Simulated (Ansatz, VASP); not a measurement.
**Two plane-wave programs on SiO2**

```xyz
6
Lattice="4.1848 0.0000 0.0000 0.0000 4.1848 0.0000 0.0000 0.0000 2.6684" Properties=species:S:1:pos:R:3 pbc="T T T"
Si    0.0000    0.0000    0.0000
Si    2.0924    2.0924    1.3342
O     1.2818    1.2818    0.0000
O     0.8106    3.3742    1.3342
O     2.9030    2.9030    0.0000
O     3.3742    0.8106    1.3342
```

Change from the starting cell: strained cell.

Alike in both runs: functional LDA; k mesh 6 × 6 × 8; occupations gaussian, width 0.02 eV; no spin polarisation.

Ansatz relaxed the structure, and its values are those at the end. VASP's run is a single point on that final structure, the one shown.

|  | VASP | Ansatz |
| --- | --- | --- |
| version | VASP 6.6.1 | Ansatz 0.2.0 |
| potentials or method | VASP PAW LDA potentials, release 64 (Si, O), cutoff 520 eV | scalar-relativistic, plane waves, PAW |
| valence electrons in the cell | 32 | 32 |

Ansatz gave:

| Property | Result |
| --- | --- |
| gap on the k mesh at the Fermi level (eV) | 5.55 |
| least direct gap on the mesh (eV) | 5.55 |
| pressure (GPa) | -4.9 |
| rms of the force components (eV/Å) | 0.000 |

What did VASP give for the same quantities?

gap on the k mesh at the Fermi level (eV): 5.56; least direct gap on the mesh (eV): 5.56; pressure (GPa): -3.9; rms of the force components (eV/Å): 0.017.

Ansatz warns that its potentials were made for another functional, while VASP's fit it. LDA's correlation is that of Perdew and Zunger in VASP and of Perdew and Wang (1992) in Ansatz. Ansatz's warnings: stress scf threshold loose.
